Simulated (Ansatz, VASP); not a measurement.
## One calculation of GaN, two programs

The input INCAR:

```
  PREC = Accurate
  ENCUT = 1330
  EDIFF = 1E-6
  ISMEAR = 0
  SIGMA = 0.05
  LREAL = False
  LASPH = True
  NELM = 120
  ALGO = Normal
  ISIF = 2
  LWAVE = False
  LCHARG = False
  GGA = B5
  ALDAX = 1.0
  AGGAX = 1.0
  AGGAC = 1.0
  ALDAC = 0.0
  NBANDS = 16
  GGA_COMPAT = False
```

The input KPOINTS:

```
regular mesh
0
Gamma
  10 10 10
```

The input POSCAR:

```
GaN
1.0
    0.0000000000      2.1488721714      2.1488721714
    2.1488721714      0.0000000000      2.1488721714
    2.1488721714      2.1488721714      0.0000000000
Ga N
1 1
Direct
    0.5000000000      0.5000000000      0.5000000000
    0.0000000000      0.0000000000      0.0000000000
```

Input for Ansatz:

```yaml
crystal:
  lattice:
    - [0.0, 2.1488721714, 2.1488721714]
    - [2.1488721714, 0.0, 2.1488721714]
    - [2.1488721714, 2.1488721714, 0.0]
  atoms:
    - { symbol: Ga, position: [0.5, 0.5, 0.5] }
    - { symbol: "N", position: [0.0, 0.0, 0.0] }
basis:
  ecutwfc: 420
  ecutrho_ratio: 4
kpoints:
  mp_grid: { grid: [10, 10, 10] }
hamiltonian:
  xc: blyp
scf:
  occupations: { method: gaussian, width: 0.05 }
output:
  forces: true
  stress: true
  eigenvalues: true
```

Alike in both runs: task single point; functional BLYP; k mesh 10 × 10 × 10; occupations gaussian, width 0.05 eV; no spin polarisation.

|  | VASP | Ansatz |
| --- | --- | --- |
| version | VASP 6.6.1 | Ansatz 0.2.0 |
| potentials or method | VASP PAW PBE potentials, release 64 (Ga_d, N_h), cutoff 1330 eV | scalar-relativistic, plane waves, PAW |
| valence electrons in the cell | 18 | 18 |

VASP gave:

| Property | Result |
| --- | --- |
| gap on the k mesh at the Fermi level (eV) | 0.21 |
| least direct gap on the mesh (eV) | 2.21 |
| pressure (GPa) | 4.7 |

Problem. Which values does Ansatz return?

Solution. gap on the k mesh at the Fermi level (eV): 0.19; least direct gap on the mesh (eV): 2.18; pressure (GPa): 3.7.

VASP's potentials were made for PBE, not for BLYP.
